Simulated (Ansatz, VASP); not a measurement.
Al2O3 in VASP and in Ansatz

The input INCAR:

```
SYSTEM = Al2O3
ALGO = Normal ; EDIFF = 1E-7
EDIFFG = -0.005 ; ENCUT = 600
IBRION = 2 ; ISIF = 3
ISMEAR = 0 ; LASPH = .TRUE.
LCHARG = .FALSE. ; LREAL = .FALSE.
LWAVE = .FALSE. ; NELM = 100
NSW = 100 ; PREC = Accurate
SIGMA = 0.02
```

KPOINTS

```
k-points
0
G
  12 12 4
  0 0 0
```

The input POSCAR:

```
Al2O3
1.0
    2.9651426773      0.0000000000      0.0000000000
   -1.4825713387      2.5678888844      0.0000000000
    0.0000000000      0.0000000000      7.4368752115
Al O
2 3
Direct
    0.0000000000      0.0000000000      0.2768823160
    0.0000000000      0.0000000000      0.7231176840
    0.3333333333      0.6666666667      0.1986045457
    0.6666666667      0.3333333333      0.8013954543
    0.0000000000      0.0000000000      0.5000000000
```

Input for Ansatz:

```yaml
crystal:
  lattice:
    - [2.9651426917, 0.0, 0.0]
    - [-1.4825713459, 2.5678888969, 0.0]
    - [0.0, 0.0, 7.4368753045]
  atoms:
    - { symbol: Al, position: [0.0, 0.0, 0.276882322] }
    - { symbol: Al, position: [0.0, 0.0, 0.723117678] }
    - { symbol: O, position: [0.3333333333, 0.6666666667, 0.1986045541] }
    - { symbol: O, position: [0.6666666667, 0.3333333333, 0.8013954459] }
    - { symbol: O, position: [0.0, 0.0, 0.5] }
basis:
  ecutwfc: 420
kpoints:
  mp_grid: { grid: [12, 12, 4] }
hamiltonian:
  xc: lda
scf:
  occupations: { method: gaussian, width: 0.02 }
output:
  forces: true
  stress: true
  eigenvalues: true
relax:
  adjacent_minimum: "off"
  f_tol: 0.005
  max_steps: 80
  cell: { stress_tol: 0.05 }
```

Alike in both runs: task relaxation of cell and atoms; functional LDA; k mesh 12 × 12 × 4; occupations gaussian, width 0.02 eV; no spin polarisation.

```csv
,VASP,Ansatz
version,VASP 6.6.1,Ansatz 0.2.0
potentials or method,"VASP PAW LDA potentials, release 64 (Al, O), cutoff 600 eV","scalar-relativistic, plane waves, PAW"
valence electrons in the cell,24,24
```

```tsv
	VASP	Ansatz	Ansatz less VASP
gap on the k mesh at the Fermi level, each at its own relaxed structure (eV)	2.44	2.50	+0.055
relaxed volume (Å³/atom)	11.09	11.18	+0.088
relaxed length of the cell vector where the two differ most in proportion (Å)	7.284	7.355	+0.0705
```

LDA's correlation is that of Perdew and Zunger in VASP and of Perdew and Wang (1992) in Ansatz.
